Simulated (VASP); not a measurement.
Wanted: the native input for a VASP 6.6.1 run.

- Task: single point
- Functional: r2SCAN
- Potentials or basis: VASP PAW PBE potentials, release 64 (Re, Ba_sv, Pb_d)
- Cutoff: 520 eV
- k mesh: 4 × 4 × 4, shifted
- Occupations: methfessel-paxton, width 0.0343 eV
- Spin: no spin polarisation
- Dipole correction: no
- Further INCAR settings: ALGO = Normal; EDIFF = 1e-06; NBANDS = 56

Crystal: BaRe3Pb.

```
CELL_PARAMETERS angstrom
0.04391 4.56070 4.58753
0.04391 -4.56070 4.58753
4.55658 0.00000 -4.58753
ATOMIC_POSITIONS crystal
Re 0.72350 0.27650 0.00000
Re 0.27650 0.72350 0.00000
Re 0.19260 0.19260 0.44760
Re 0.80740 0.80740 0.55240
Re 0.28500 0.71500 0.50000
Re 0.71500 0.28500 0.50000
Ba 0.25320 0.25320 0.00420
Ba 0.74680 0.74680 0.99580
Pb 0.50000 0.00000 0.50000
Pb 0.00000 0.50000 0.50000
```

One way to write it, as run:

POSCAR

```
BaRe3Pb
1.0
    0.0439145600      4.5606966700      4.5875308800
    0.0439145600     -4.5606966700      4.5875308800
    4.5565767800      0.0000000000     -4.5875308800
Re Ba Pb
6 2 2
Direct
    0.7235000000      0.2765000000      0.0000000000
    0.2765000000      0.7235000000      0.0000000000
    0.1926000000      0.1926000000      0.4476000000
    0.8074000000      0.8074000000      0.5524000000
    0.2850000000      0.7150000000      0.5000000000
    0.7150000000      0.2850000000      0.5000000000
    0.2532000000      0.2532000000      0.0042000000
    0.7468000000      0.7468000000      0.9958000000
    0.5000000000      0.0000000000      0.5000000000
    0.0000000000      0.5000000000      0.5000000000
```

INCAR.step1

```
PREC = Accurate
ENCUT = 520
ISMEAR = 1
SIGMA = 0.0343
LREAL = False
LASPH = True
NELM = 100
NBANDS = 56
GGA = PE
ALGO = Normal
EDIFF = 1E-4
LWAVE = True
LCHARG = False
```

INCAR.step2

```
PREC = Accurate
ENCUT = 520
EDIFF = 1E-6
ISMEAR = 1
SIGMA = 0.0343
LREAL = False
LASPH = True
NELM = 100
ALGO = Normal
ISIF = 2
LWAVE = False
LCHARG = False
METAGGA = R2SCAN
LMIXTAU = True
NBANDS = 56
ISTART = 1
```

KPOINTS

```
Automatic mesh
0
Gamma
  4 4 4
  0.5 0.5 0.5
```

Potentials or basis: VASP PAW PBE potentials, release 64 (Re, Ba_sv, Pb_d).

Command:

```sh
$ cat potpaw_PBE.64/Re/POTCAR potpaw_PBE.64/Ba_sv/POTCAR potpaw_PBE.64/Pb_d/POTCAR > POTCAR
$ cp INCAR.step1 INCAR
$ mpirun -np 1 vasp_std > vasp.out
$ cp INCAR.step2 INCAR
$ mpirun -np 1 vasp_std > vasp.out
```

Results of the run:

```
Pressure               : 58.7 GPa
Largest force          : 1.138 eV/Å
Band gap on the k mesh : zero (bands 45 and 46 overlap by 0.86 eV)
```

Caveat: the stress differs along the axes, from 56 to 62 GPa; the PAW data sets were made with another functional, which shifts forces and pressure a little; spin-orbit coupling is left out, which moves the levels of the heavy elements.

Wall time 19 min on 1 thread of AMD EPYC 9R14 (Zen 4) (shared host), peak memory 0.45 GiB.
